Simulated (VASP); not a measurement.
Ga: single point with BLYP

Ga:

```
CELL_PARAMETERS angstrom
2.71282 0.00000 0.00000
0.00000 2.71282 0.00000
0.00000 0.00000 2.71282
ATOMIC_POSITIONS crystal
Ga 0.00000 0.00000 0.00000
```

This cell differs from its parent crystal: volume scaled by 0.88.

```
Program             : VASP 6.6.1
Task                : single point
Functional          : BLYP
Potentials or basis : VASP PAW PBE potentials, release 64 (Ga_d)
Cutoff              : 520 eV
k mesh              : 13 × 13 × 13
Occupations         : fermi-dirac, width 0.1 eV
Spin                : no spin polarisation
```

| Item | Value |
| --- | --- |
| Pressure | 5.1 GPa |

Levels at points of the mesh, in eV from the Fermi level:
```tsv
k point	band 3	band 4	band 5	band 6	band 7	band 8	band 9	band 10
(0.00, 0.00, 0.00)	-14.71	-14.71	-14.71	-10.61	8.85	8.85	8.85	12.07
```

It took 17 s on 1 thread of AMD EPYC 7R13 Processor (Zen 3) (shared host), peak memory 0.1 GiB.

Caveat: the PAW data sets were made with another functional, which shifts forces and pressure a little.
